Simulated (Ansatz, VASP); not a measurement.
Ni in VASP and in Ansatz

The input INCAR:

```
PREC = Accurate
ENCUT = 520
EDIFF = 1E-6
ISMEAR = -1
SIGMA = 0.05
LREAL = False
LASPH = True
NELM = 150
ALGO = Normal
ISIF = 2
LWAVE = False
LCHARG = False
ISPIN = 2
MAGMOM = 2 -2
LORBIT = 11
LMAXMIX = 4
NBANDS = 21
```

The input KPOINTS:

```
Automatic mesh
0
Gamma
  7 14 14
```

The input POSCAR:

```
Ni
1.0
    0.0000000000      3.5270600000      3.5270600000
    1.7635300000      0.0000000000      1.7635300000
    1.7635300000      1.7635300000      0.0000000000
Ni
2
Direct
    0.0000000000      0.0000000000      0.0000000000
    0.5000000000      0.0000000000      0.0000000000
```

Input for Ansatz:

```yaml
crystal:
  lattice:
    - [0.0, 3.52706, 3.52706]
    - [1.76353, 0.0, 1.76353]
    - [1.76353, 1.76353, 0.0]
  atoms:
    - { symbol: Ni, position: [0.0, 0.0, 0.0], spin: 2.0 }
    - { symbol: Ni, position: [0.5, 0.0, 0.0], spin: -2.0 }
magnetization:
  spin_polarized: true
hamiltonian:
  xc: lda
  pseudopotentials: { kind: paw }
basis:
  ecutwfc: 420
kpoints:
  mp_grid: { grid: [7, 14, 14] }
scf:
  occupations: { method: fermi_dirac, width: 0.05 }
output:
  forces: true
  stress: true
```

Alike in both runs: task single point; functional LDA; k mesh 7 × 14 × 14; occupations fermi-dirac, width 0.05 eV; collinear spin.

```csv
,VASP,Ansatz
version,VASP 6.6.1,Ansatz 0.2.0
potentials or method,"VASP PAW LDA potentials, release 64 (Ni), cutoff 520 eV","PAW, plane waves, scalar-relativistic"
valence electrons in the cell,20,36
```

Ansatz gave:

```
pressure (GPa)                                                : -18.5
net moment per atom (μB)                                      : 0.58
size of the moment on the site where the two differ most (μB) : 0.61
```

Task: What did VASP give for the same quantities?

Result: Pressure (GPa): -19.0; net moment per atom (μB): 0.00; size of the moment on the site where the two differ most (μB): 0.06.

The net moments are unlike, so the other rows may belong to different states. LDA's correlation is that of Perdew and Zunger in VASP and of Perdew and Wang (1992) in Ansatz. Site moments also hang on the region over which each program counts them. VASP's potentials hold 20 valence electrons a cell and Ansatz's 36, so a difference there can come from the potentials and not from the codes. Ansatz's warnings: look outside group, seeded moment not kept.
